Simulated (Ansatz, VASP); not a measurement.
# Sn: VASP beside Ansatz

```
CELL_PARAMETERS angstrom
-1.85220 1.85220 1.85220
1.85220 -1.85220 1.85220
1.85220 1.85220 -1.85220
ATOMIC_POSITIONS crystal
Sn 0.00000 0.00000 0.00000
```

Alike in both runs: functional LDA; k mesh 12 × 12 × 12; occupations fermi-dirac, width 0.1 eV; no spin polarisation.

Ansatz relaxed the structure, and its values are those at the end. VASP's run is a single point on that final structure, the one shown.

```csv
,VASP,Ansatz
version,VASP 6.6.1,Ansatz 0.2.0
potentials or method,"VASP PAW LDA potentials, release 64 (Sn_d), cutoff 520 eV","plane waves (420 eV) with PAW, scalar-relativistic"
valence electrons in the cell,14,14
```

```csv
,VASP,Ansatz,Ansatz less VASP
pressure (GPa),-0.1,0.0,+0.02
```

Ansatz warns that its potentials were made for another functional, while VASP's fit it. LDA's correlation is that of Perdew and Zunger in VASP and of Perdew and Wang (1992) in Ansatz.
